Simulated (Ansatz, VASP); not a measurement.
OsS3F2 in VASP and in Ansatz

INCAR

```
PREC = Accurate
ENCUT = 520
EDIFF = 1E-6
ISMEAR = 0
SIGMA = 0.01
LREAL = F
LASPH = T
NELM = 120
ALGO = Normal
ISIF = 2
LWAVE = F
LCHARG = F
GGA = PE
NBANDS = 33
GGA_COMPAT = F
NELMDL = -8
```

The input KPOINTS:

```
regular mesh
0
Gamma
  1 1 1
```

Contents of POSCAR:

```
OsS3F2
1.0
   12.2000000000      0.0000000000      0.0000000000
    0.0000000000     12.8700000000      0.0000000000
    0.0000000000      0.0000000000     12.6800000000
Os S F
1 3 2
Direct
    0.4562901600      0.4998430500      0.5001372200
    0.3688524600      0.4998430500      0.6453848600
    0.3688524600      0.4998430500      0.3548895900
    0.6307598400      0.4998430500      0.5001372200
    0.4563582000      0.6500365200      0.5001372200
    0.4563582000      0.3496503500      0.5001372200
```

Input for Ansatz:

```yaml
crystal:
  lattice:
    - [12.2, 0.0, 0.0]
    - [0.0, 12.87, 0.0]
    - [0.0, 0.0, 12.68]
  atoms:
    - { symbol: Os, position: [0.45629016, 0.49984305, 0.50013722] }
    - { symbol: S, position: [0.36885246, 0.49984305, 0.64538486] }
    - { symbol: S, position: [0.36885246, 0.49984305, 0.35488959] }
    - { symbol: S, position: [0.63075984, 0.49984305, 0.50013722] }
    - { symbol: F, position: [0.4563582, 0.65003652, 0.50013722] }
    - { symbol: F, position: [0.4563582, 0.34965035, 0.50013722] }
basis:
  ecutwfc: 420
  ecutrho_ratio: 4
kpoints:
  mp_grid: { grid: [1, 1, 1] }
hamiltonian:
  xc: pbe
scf:
  occupations: { method: gaussian, width: 0.01 }
output:
  forces: true
  eigenvalues: true
  populations: true
```

Alike in both runs: task single point; functional PBE; k mesh 1 × 1 × 1; occupations gaussian, width 0.01 eV; no spin polarisation.

|  | VASP | Ansatz |
| --- | --- | --- |
| version | VASP 6.6.1 | Ansatz 0.2.0 |
| potentials or method | VASP PAW PBE potentials, release 64 (Os_sv_GW, S, F), cutoff 520 eV | scalar-relativistic, plane waves, PAW |
| valence electrons in the cell | 48 | 48 |

Ansatz gave:

```
gap on the k mesh at the Fermi level (eV) : 1.27
rms of the force components (eV/Å)        : 0.101
```

Problem. Estimate VASP's values.

Solution. gap on the k mesh at the Fermi level (eV): 1.27; rms of the force components (eV/Å): 0.133.

Atom by atom the forces differ by 0.046 eV/Å (rms over components). Ansatz's warnings: structure snapped to symmetry.

Spin-orbit coupling is off throughout.
